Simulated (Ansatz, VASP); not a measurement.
HfB: VASP beside Ansatz

```xyz
2
Lattice="0.5631 2.6231 2.6231 2.6231 0.5631 2.6231 2.6231 2.6231 0.5631" Properties=species:S:1:pos:R:3 pbc="T T T"
Hf    2.9046    2.9046    2.9046
B     0.0000    0.0000    0.0000
```

Alike in both runs: task single point; functional PBEsol; k mesh 20 × 20 × 20; occupations gaussian, width 0.15 eV; no spin polarisation.

|  | VASP | Ansatz |
| --- | --- | --- |
| version | VASP 6.6.1 | Ansatz 0.2.0 |
| potentials or method | VASP PAW PBE potentials, release 64 (Hf_pv, B), cutoff 520 eV | scalar-relativistic, plane waves, PAW |
| valence electrons in the cell | 13 | 29 |

|  | VASP | Ansatz | Ansatz less VASP |
| --- | --- | --- | --- |
| gap on the k mesh at the Fermi level (eV) | none | none | - |
| pressure (GPa) | 25.3 | 24.9 | -0.37 |
| traceless stress, the component that is largest in VASP (GPa) | -16.93 | -17.32 | -0.389 |

VASP's potentials were made for PBE, not for PBEsol. A gap of «none» marks a metal or a gap that the smearing closes. VASP's potentials hold 13 valence electrons a cell and Ansatz's 29, so a difference there can come from the potentials and not from the codes.

Neither program's run includes spin-orbit coupling.
